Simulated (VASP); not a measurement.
Wanted: the native input for a VASP 6.6.1 run.

| Item | Value |
| --- | --- |
| Task | single point |
| Functional | PBE |
| Potentials or basis | VASP PAW PBE potentials, release 64 (Cd, Se) |
| Cutoff | 500 eV |
| k mesh | 4 × 4 × 4 |
| Occupations | gaussian, width 0.01 eV |
| Spin | no spin polarisation |
| Dipole correction | no |
| Further INCAR settings | ALGO = Normal; EDIFF = 1e-06; NBANDS = 16 |

The structure of CdSe lies in POSCAR:

```
CdSe
1.0
    0.0000000000      3.0385000000      3.0385000000
    3.0385000000      0.0000000000      3.0385000000
    3.0385000000      3.0385000000      0.0000000000
Cd Se
1 1
Direct
    0.0000000000      0.0000000000      0.0000000000
    0.2500000000      0.2500000000      0.2500000000
```

One way to write it, as run:

INCAR

```
ALGO     = Normal         # electronic algorithm
EDIFF    = 1E-6           # SCF threshold, eV
ENCUT    = 500            # plane-wave cutoff, eV
GGA      = PE             # functional
GGA_COMPAT= False        
ISIF     = 2              # what is computed and relaxed
ISMEAR   = 0              # smearing method
LASPH    = True           # aspherical terms in the spheres
LCHARG   = False          # write CHGCAR
LREAL    = False          # projectors in reciprocal space
LWAVE    = False          # write WAVECAR
NBANDS   = 16             # bands
NELM     = 120            # most SCF steps
PREC     = Accurate       # precision mode
SIGMA    = 0.01           # smearing width, eV
```

KPOINTS

```
k-points
0
Gamma
  4 4 4
```

Potentials or basis: VASP PAW PBE potentials, release 64 (Cd, Se).

The run is started by

```sh
$ cat potpaw_PBE.64/Cd/POTCAR potpaw_PBE.64/Se/POTCAR > POTCAR
$ mpirun -np 1 vasp_std > vasp.out
```

It gave:

```yaml
Pressure: 3.5 GPa
Band_gap_on_the_k_mesh: 0.60 eV, direct
```

Caveat: the k points lie up to 0.45 Å⁻¹ apart.

Run time: 4.9 s on 1 thread of AMD EPYC 9R45 96-Core Processor (Zen 5), with other jobs on the host, peak memory 0.14 GiB.
